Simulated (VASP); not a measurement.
# BaTiO3 in VASP: a series of runs, part 2 of 2

VASP 6.6.1. Earlier steps stand in the parts before.

## 3. Electric field gradients, LDA (zz strain of +3 %)

The input, INCAR:

```
SYSTEM = BaTiO3
PREC = Accurate ; ENCUT = 1000
EDIFF = 1E-8 ; ISMEAR = -1
SIGMA = 0.05 ; LREAL = .FALSE.
LASPH = .TRUE. ; NELM = 120
ALGO = Normal ; ISIF = 2
LWAVE = .FALSE. ; LCHARG = .FALSE.
GGA = CA ; LEFG = .TRUE.
NBANDS = 28 ; GGA_COMPAT = .FALSE.
```

The input, KPOINTS:

```
regular mesh
0
G
  8 8 8
  0 0 0
```

The input, POSCAR:

```
BaTiO3
1.0
    4.0073000000      0.0000000000      0.0000000000
    0.0000000000      4.0073000000      0.0000000000
    0.0000000000      0.0000000000      4.1275190000
Ba Ti O
1 1 3
Direct
    0.5000000000      0.5000000000      0.5000000000
    0.0000000000      0.0000000000      0.0000000000
    0.5000000000      0.0000000000      0.0000000000
    0.0000000000      0.5000000000      0.0000000000
    0.0000000000      0.0000000000      0.5000000000
```

Potentials or basis: VASP PAW LDA potentials, release 64 (Ba_sv, Ti_sv, O_h).

Run with:

```sh
> cat potpaw_LDA.64/Ba_sv/POTCAR potpaw_LDA.64/Ti_sv/POTCAR potpaw_LDA.64/O_h/POTCAR > POTCAR
> mpirun -np 1 vasp_std > vasp.out
```

OUTCAR:

```text
SYSTEM = BaTiO3
   PREC = Accurate
   ENCUT = 1000
   EDIFF = 1E-8
   ISMEAR = -1
   LREAL = .FALSE.
   LASPH = .TRUE.
   NELM = 120
   ISIF = 2
   GGA = CA

 ion  position               nearest neighbor table
   1  0.500  0.500  0.500-   5 2.83   5 2.83   5 2.83   5 2.83   4 2.88   3 2.88   4 2.88   3 2.88
                             4 2.88   3 2.88   4 2.88   3 2.88   2 3.51   2 3.51   2 3.51   2 3.51
   2  0.000  0.000  0.000-   3 2.00   4 2.00   4 2.00   3 2.00   5 2.06   5 2.06   1 3.51   1 3.51
                             1 3.51   1 3.51   1 3.51   1 3.51   1 3.51   1 3.51
   3  0.500  0.000  0.000-   2 2.00   2 2.00   1 2.88   1 2.88   1 2.88   1 2.88
   4  0.000  0.500  0.000-   2 2.00   2 2.00   1 2.88   1 2.88   1 2.88   1 2.88
   5  0.000  0.000  0.500-   2 2.06   2 2.06   1 2.83   1 2.83   1 2.83   1 2.83

  LATTYP: Found a simple tetragonal cell.
 ALAT       =     4.0073000000
 C/A-ratio  =     1.0300000000

  Lattice vectors:

 A1 = (   4.0073000000,   0.0000000000,   0.0000000000)
 A2 = (   0.0000000000,   4.0073000000,   0.0000000000)
 A3 = (   0.0000000000,   0.0000000000,   4.1275190000)

Analysis of symmetry for initial positions (statically):
=====================================================================
 Subroutine PRICEL returns:
 Original cell was already a primitive cell.

 Routine SETGRP: Setting up the symmetry group for a
 simple tetragonal supercell.

 Subroutine GETGRP returns: Found 16 space group operations
 (whereof 16 operations were pure point group operations)
 out of a pool of 16 trial point group operations.

The static configuration has the point symmetry D_4h.

[... 924 lines left out ...]
  -------------------------------------------------------------------------------------
  Total       -4.1558680     -4.1558680     -6.0213919      0.0000000      0.0000000      0.0000000
  in kB     -100.4568436   -100.4568436   -145.5508292      0.0000000      0.0000000      0.0000000
  external PRESSURE =    -115.4881722 kB  Pullay stress =       0.0000000 kB

 VOLUME and BASIS-vectors are now :
 -----------------------------------------------------------------------------
  energy-cutoff  :     1000.00
  volume of cell :       66.28
      direct lattice vectors                 reciprocal lattice vectors
     4.007300000  0.000000000  0.000000000     0.249544581  0.000000000  0.000000000
     0.000000000  4.007300000  0.000000000     0.000000000  0.249544581  0.000000000
     0.000000000  0.000000000  4.127519000     0.000000000  0.000000000  0.242276292

 POSITION                                       TOTAL-FORCE (eV/Angst)
 -----------------------------------------------------------------------------------
      2.00365      2.00365      2.06376         0.000000      0.000000      0.000000
      0.00000      0.00000      0.00000         0.000000      0.000000      0.000000
      2.00365      0.00000      0.00000         0.000000      0.000000      0.000000
      0.00000      2.00365      0.00000         0.000000      0.000000      0.000000
      0.00000      0.00000      2.06376         0.000000      0.000000      0.000000
 -----------------------------------------------------------------------------------
    total drift:                                0.000000      0.000000     -0.000000

  FREE ENERGIE OF THE ION-ELECTRON SYSTEM (eV)
  ---------------------------------------------------
  free  energy   TOTEN  =       -43.9863674703 eV

  energy  without entropy=      -43.9863674593  energy(sigma->0) =      -43.98636746

 Electric field gradients (V/A^2)
---------------------------------------------------------------------
 ion       V_xx      V_yy      V_zz      V_xy      V_xz      V_yz
---------------------------------------------------------------------
   1      -3.321    -3.321     6.641    -0.000    -0.000     0.000
   2     -12.621   -12.621    25.242     0.000     0.000    -0.000
   3      19.556   -14.753    -4.802     0.000    -0.000     0.000
   4     -14.753    19.556    -4.802    -0.000     0.000     0.000
   5     -16.693   -16.693    33.386     0.000    -0.000    -0.000
---------------------------------------------------------------------

 Electric field gradients after diagonalization (V/A^2)
 (convention: |V_zz| > |V_xx| > |V_yy|)
----------------------------------------------------------------------
 ion       V_xx      V_yy      V_zz     asymmetry (V_yy - V_xx)/ V_zz
----------------------------------------------------------------------
   1      -3.321    -3.321     6.641       0.000
   2     -12.621   -12.621    25.242       0.000
   3     -14.753    -4.802    19.556       0.509
   4     -14.753    -4.802    19.556       0.509
   5     -16.693   -16.693    33.386       0.000
----------------------------------------------------------------------

           NMR quadrupolar parameters

 Cq : quadrupolar parameter    Cq=e*Q*V_zz/h
 eta: asymmetry parameters     (V_yy - V_xx)/ V_zz
 Q  : nuclear electric quadrupole moment in mb (millibarn)
----------------------------------------------------------------------
 ion       Cq(MHz)       eta       Q (mb)
----------------------------------------------------------------------
   1       0.016       0.000       1.000
   2       0.061       0.000       1.000
   3       0.047       0.509       1.000
   4       0.047       0.509       1.000
   5       0.081       0.000       1.000
----------------------------------------------------------------------
```

OSZICAR:

```text
N       E                     dE             d eps       ncg     rms          rms(c)
[... 11 lines left out ...]
DAV:  12    -0.439866187289E+02    0.48573E-03   -0.76769E-03  5040   0.825E-01    0.129E-01
DAV:  13    -0.439864234071E+02    0.19532E-03   -0.67103E-04  5684   0.237E-01    0.592E-02
DAV:  14    -0.439863686102E+02    0.54797E-04   -0.12243E-04  6272   0.105E-01    0.114E-02
DAV:  15    -0.439863682165E+02    0.39366E-06   -0.10871E-05  5496   0.229E-02    0.733E-03
DAV:  16    -0.439863677224E+02    0.49419E-06   -0.51708E-06  6004   0.208E-02    0.400E-03
DAV:  17    -0.439863675361E+02    0.18624E-06   -0.36605E-07  5296   0.554E-03    0.241E-03
DAV:  18    -0.439863674699E+02    0.66206E-07   -0.19758E-07  6188   0.339E-03    0.458E-04
DAV:  19    -0.439863674703E+02   -0.36516E-09   -0.34564E-08  4540   0.113E-03
   1 F= -.43986367E+02 E0= -.43986367E+02  d E =-.109999E-07
```

Wall time 6.3 min (1 thread of Intel Xeon Platinum 8375C at 2.90GHz (Ice Lake), shared host); peak memory 0.5 GiB.

What came out:

| Quantity | Value |
| --- | --- |
| Free energy | -43.9864 eV |
| Pressure | -11.5 GPa |
| Band gap on the k mesh | 1.54 eV (least direct gap 1.74 eV) |
| Largest electric field gradient by atom | Ba +6.6; Ti +25.2; O +19.6, +33.4 (each value once) V/Å² |

Electric field gradients, principal values (V/Å²):
```
atom    least   middle  greatest (by size)
1 Ba   -3.321   -3.321               6.641
2 Ti  -12.621  -12.621              25.242
 3 O   -4.802  -14.753              19.556
 4 O   -4.802  -14.753              19.556
 5 O  -16.693  -16.693              33.386
```

Caveat: the cell differs from its parent crystal (zz strain of +3 %); the cell stands under tension; without QUAD_EFG the Cq values of the log hold for a quadrupole moment of 1 mb, not for the nuclei; spin-orbit coupling is left out, which moves the levels of the heavy elements. A k mesh can miss the band edges.

## 4. Electric field gradients, LDA (equal xy, yz and zx shear strains of -3 %)

The input, INCAR:

```
SYSTEM = BaTiO3
PREC = Accurate
ENCUT = 1000
EDIFF = 1E-8
ISMEAR = -1
SIGMA = 0.05
LREAL = .FALSE.
LASPH = .TRUE.
NELM = 120
ALGO = Normal
ISIF = 2
LWAVE = .FALSE.
LCHARG = .FALSE.
LEFG = .TRUE.
NBANDS = 28
GGA_COMPAT = .FALSE.
```

The input, KPOINTS:

```
Automatic mesh
0
G
  8 8 8
  0 0 0
```

Changes to POSCAR since step 3:

```diff
@@ -2,5 +2,5 @@
 1.0
-    4.0073000000      0.0000000000      0.0000000000
-    0.0000000000      4.0073000000      0.0000000000
-    0.0000000000      0.0000000000      4.1275190000
+    4.0073000000     -0.0601095000     -0.0601095000
+   -0.0601095000      4.0073000000     -0.0601095000
+   -0.0601095000     -0.0601095000      4.0073000000
 Ba Ti O
```

Potentials or basis: VASP PAW LDA potentials, release 64 (Ba_sv, Ti_sv, O_h).

Run with:

```sh
> cat potpaw_LDA.64/Ba_sv/POTCAR potpaw_LDA.64/Ti_sv/POTCAR potpaw_LDA.64/O_h/POTCAR > POTCAR
> mpirun -np 1 vasp_std > vasp.out
```

OUTCAR:

```text
SYSTEM = BaTiO3
   PREC = Accurate
   ENCUT = 1000
   EDIFF = 1E-8
   ISMEAR = -1
   LREAL = .FALSE.
   LASPH = .TRUE.
   NELM = 120
   ISIF = 2

 ion  position               nearest neighbor table
   1  0.500  0.500  0.500-   3 2.79   4 2.79   5 2.79   3 2.79   4 2.79   5 2.79   5 2.88   3 2.88
                             4 2.88   5 2.88   4 2.88   3 2.88   2 3.37   2 3.37   2 3.51   2 3.51
   2  0.000  0.000  0.000-   5 2.00   5 2.00   3 2.00   4 2.00   4 2.00   3 2.00   1 3.37   1 3.37
                             1 3.51   1 3.51   1 3.51   1 3.51   1 3.51   1 3.51
   3  0.500  0.000  0.000-   2 2.00   2 2.00   1 2.79   1 2.79   1 2.88   1 2.88
   4  0.000  0.500  0.000-   2 2.00   2 2.00   1 2.79   1 2.79   1 2.88   1 2.88
   5  0.000  0.000  0.500-   2 2.00   2 2.00   1 2.79   1 2.79   1 2.88   1 2.88

[... 984 lines left out ...]
   3      21.833   -10.917   -10.917    -3.853    -3.853     0.201
   4     -10.917    21.833   -10.917    -3.853     0.201    -3.853
   5     -10.917   -10.917    21.833     0.201    -3.853    -3.853
---------------------------------------------------------------------

 Electric field gradients after diagonalization (V/A^2)
 (convention: |V_zz| > |V_xx| > |V_yy|)
----------------------------------------------------------------------
 ion       V_xx      V_yy      V_zz     asymmetry (V_yy - V_xx)/ V_zz
----------------------------------------------------------------------
   1      18.705    18.705   -37.409       0.000
   2      -5.699    -5.699    11.399       0.000
   3     -11.604   -11.117    22.721       0.021
   4     -11.604   -11.117    22.721       0.021
   5     -11.604   -11.117    22.721       0.021
----------------------------------------------------------------------

           NMR quadrupolar parameters

 Cq : quadrupolar parameter    Cq=e*Q*V_zz/h
 eta: asymmetry parameters     (V_yy - V_xx)/ V_zz
 Q  : nuclear electric quadrupole moment in mb (millibarn)
----------------------------------------------------------------------
 ion       Cq(MHz)       eta       Q (mb)
----------------------------------------------------------------------
   1      -0.090       0.000       1.000
   2       0.028       0.000       1.000
   3       0.055       0.021       1.000
   4       0.055       0.021       1.000
   5       0.055       0.021       1.000
----------------------------------------------------------------------
```

stdout:

```text
POSCAR found type information on POSCAR BaTiO
 POSCAR found :  3 types and       5 ions
 scaLAPACK will be used
 LDA part: xc-table for (Slater(with rela. corr.)+CA(PZ))
 , standard interpolation
 POSCAR, INCAR and KPOINTS ok, starting setup
 FFT: planning ... GRIDC
 FFT: planning ... GRID_SOFT
 FFT: planning ... GRID
 WAVECAR not read
 entering main loop
ion   1

ion   2

ion   3
     0.0000293     2.1465372    -0.0340954     4.7857328     2.1465372    -8.2891324
     0.0000403     2.1465372    -0.0340954     4.7857327     2.1465372    -8.2891323
     0.0000555     2.1465372    -0.0340954     4.7857326     2.1465372    -8.2891321
     0.0000765     2.1465371    -0.0340954     4.7857324     2.1465371    -8.2891317

     0.0000293     3.6424067    -0.0792519     8.3418174     3.6424067   -14.4484516
     0.0000403     3.6424061    -0.0792519     8.3418160     3.6424061   -14.4484491
     0.0000555     3.6424051    -0.0792518     8.3418135     3.6424051   -14.4484448
     0.0000765     3.6424033    -0.0792518     8.3418093     3.6424033   -14.4484375

ion   4
     0.0000293     2.1465372     2.1465372     4.7857328    -0.0340954     8.2891324
     0.0000403     2.1465372     2.1465372     4.7857327    -0.0340954     8.2891323
     0.0000555     2.1465372     2.1465372     4.7857326    -0.0340954     8.2891321
     0.0000765     2.1465371     2.1465371     4.7857324    -0.0340954     8.2891317

     0.0000293     3.6424067     3.6424067     8.3418174    -0.0792519    14.4484516
     0.0000403     3.6424061     3.6424061     8.3418160    -0.0792519    14.4484491
     0.0000555     3.6424051     3.6424051     8.3418135    -0.0792518    14.4484448
     0.0000765     3.6424033     3.6424033     8.3418093    -0.0792518    14.4484375

ion   5
```

Run time: 4.5 min. Hardware: 1 thread of AMD EPYC 7R13 (Zen 3), shared host; peak memory 0.41 GiB.

Results:

- Free energy: -44.0547 eV
- Pressure: -7.1 GPa
- Band gap on the k mesh: 1.48 eV (least direct gap 1.51 eV)
- Largest electric field gradient by atom: Ba -37.4; Ti +11.4; O +22.7 V/Å²

Electric field gradients, principal values (V/Å²):
| atom | least | middle | greatest (by size) |
| --- | --- | --- | --- |
| 1 Ba | 18.705 | 18.705 | -37.409 |
| 2 Ti | -5.699 | -5.699 | 11.399 |
| 3 O | -11.117 | -11.604 | 22.721 |
| 4 O | -11.117 | -11.604 | 22.721 |
| 5 O | -11.117 | -11.604 | 22.721 |

Caveat: the cell differs from its parent crystal (equal xy, yz and zx shear strains of -3 %); the cell stands under tension; without QUAD_EFG the Cq values of the log hold for a quadrupole moment of 1 mb, not for the nuclei; spin-orbit coupling is left out, which moves the levels of the heavy elements. A k mesh can miss the band edges.

## 5. The runs side by side

```csv
potentials or basis,cell,cutoff (eV),gap on the mesh (eV),pressure (GPa)
"VASP PAW LDA potentials, release 64 (Ba_sv, Ti_sv, O)","a = 4.007 Å, angles 89.4°, 5 atoms",520,1.62,-7.4
"VASP PAW LDA potentials, release 64 (Ba_sv, Ti_sv, O_h)","a = 4.007, b = 4.007, c = 4.128 Å, 5 atoms",1000,1.54,-11.5
"VASP PAW LDA potentials, release 64 (Ba_sv, Ti_sv, O_h)","a = 4.008 Å, angles 91.7°, 5 atoms",1000,1.48,-7.1
```

Alike in all rows: task electric field gradients; level LDA; no spin polarisation; k mesh 8 × 8 × 8; smearing fermi-dirac 0.05 eV.

Caveats: the cell stands under tension; spin-orbit coupling is left out, which moves the levels of the heavy elements.

Absolute energies hang on the potentials; compare differences alone.
